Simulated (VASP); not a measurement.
Runs of VASP 6.6.1 on ZrS. The structure is that of space group Fm-3m (No. 225), or close to it. The cells are those of the table. 

```tsv
task	cell	k mesh	cutoff (eV)	smearing	pressure (GPa)	relaxed volume (Å³/atom)
relaxation of cell and atoms	relaxed from a = 3.633 Å, angles 60.0°, 2 atoms	14 × 14 × 14	600	gaussian 0.1 eV	0.0	16.94
single point	a = 3.633 Å, angles 60.0°, 2 atoms	6 × 6 × 6	500	gaussian 0.1 eV	0.2	-
relaxation of cell and atoms	relaxed from a = 3.630 Å, angles 60.0°, 2 atoms	14 × 14 × 14	600	fermi-dirac 0.15 eV	0.0	16.97
relaxation of cell and atoms	relaxed from a = 3.712 Å, angles 60.0°, 2 atoms	6 × 6 × 6	500	gaussian 0.1 eV	-0.2	(a)
```

Alike in all rows: level LDA; potentials or basis VASP PAW LDA potentials, release 64 (Zr_sv, S); no spin polarisation.

**Question.** Fill in the values left out.

**Answer.** (a) 17.00.

Caveats: the highest band is partly filled, so the run has too few bands (at least some runs).
